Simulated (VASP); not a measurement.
## LiGeN: relaxation of cell and atoms with PBE

The system is LiGeN.

```
Li Ge N
1.0
     1.51243   -4.88551    0.00000
     1.51243    4.88551    0.00000
     0.00000    0.00000    4.78920
Li Ge N
2 2 2
Cartesian
  1.5124 -2.5912 1.1973
  1.5124 2.5912 3.5919
  1.5124 0.0000 0.0000
  1.5124 0.0000 2.3946
  1.5124 3.6843 1.1973
  1.5124 -3.6843 3.5919
```

- Program: VASP 6.6.1
- Task: relaxation of cell and atoms
- Functional: PBE
- Potentials or basis: VASP PAW PBE potentials, release 64 (Li_sv, Ge_d, N)
- Cutoff: 750 eV
- k mesh: 14 × 14 × 8
- Occupations: gaussian, width 0.1 eV
- Spin: no spin polarisation
- Dipole correction: no
- Further INCAR settings: ALGO = Normal; EDIFF = 1e-07; IBRION = 2; EDIFFG = -0.01; NSW = 100; ISIF = 3

```
Relaxed volume                         : 11.86 Å³/atom
Relaxed cell                           : a = 5.087 Å, b = 5.087 Å, c = 4.857 Å, α = 90.00°, β = 90.00°, γ = 145.51°
Space group after relaxing (to 0.05 Å) : Cmcm (No. 63)
Energy gained by relaxing              : 1.3 meV/atom
Ionic steps                            : 6
Pressure after relaxing                : 0.0 GPa
Largest force after relaxing           : 0.004 eV/Å
Band gap on the k mesh                 : zero (band 22 reaches 5.77 eV, above the bottom of band 23 at 4.68 eV)
```

Forces on the atoms (eV/Å):
```
Li   0.000 -0.004  0.000
Li   0.000  0.004  0.000
Ge   0.000  0.000  0.000
Ge   0.000  0.000  0.000
N    0.000  0.003  0.000
N    0.000 -0.003  0.000
```

The path:
```csv
step,energy change (eV),largest force (eV/Å),pressure (GPa),volume (Å³)
1,0.0000,0.0550,0.39,70.77
2,-0.0049,0.0780,0.02,71.07
3,-0.0062,0.0991,-0.31,71.34
4,-0.0075,0.0411,-0.04,71.16
5,-0.0076,0.0156,0.09,71.08
6,-0.0077,0.0039,-0.01,71.16
```

Final structure:
```yaml
crystal:
  lattice:
    - [1.50793, -4.85826, 0.00000]
    - [1.50793, 4.85826, 0.00000]
    - [0.00000, 0.00000, 4.85663]
  atoms:
    - { symbol: Li, position: [0.76584, 0.23416, 0.25000] }
    - { symbol: Li, position: [0.23416, 0.76584, 0.75000] }
    - { symbol: Ge, position: [0.50000, 0.50000, 0.00000] }
    - { symbol: Ge, position: [0.50000, 0.50000, 0.50000] }
    - { symbol: N, position: [0.12133, 0.87867, 0.25000] }
    - { symbol: N, position: [0.87867, 0.12133, 0.75000] }
```

Levels at points of the mesh, in eV from the Fermi level:
```csv
k point,band 18,band 19,band 20,band 21,band 22,band 23,band 24,band 25,band 26
"(0.00, 0.00, 0.00)",-3.23,-2.21,-2.09,-1.67,-1.24,1.49,2.98,4.65,5.44
"(0.50, 0.00, 0.00)",-4.43,-3.28,-2.37,-2.36,-1.89,-0.49,2.27,2.71,4.07
"(0.50, 0.50, 0.00)",-4.29,-2.40,-1.06,-0.67,-0.30,2.06,2.39,5.04,5.14
"(0.00, 0.00, 0.50)",-3.68,-1.69,-1.69,0.10,0.10,0.77,0.77,5.53,5.53
"(0.50, 0.00, 0.50)",-4.75,-3.03,-3.03,-1.69,-1.69,3.41,3.41,4.10,4.10
"(0.50, 0.50, 0.50)",-2.69,-1.74,-1.74,-0.51,-0.51,1.04,1.04,5.99,5.99
```

It took 10 min on 4 MPI ranks on Intel(R) Xeon(R) 6975P-C (Granite Rapids), on a shared host, peak memory 0.95 GiB a rank.
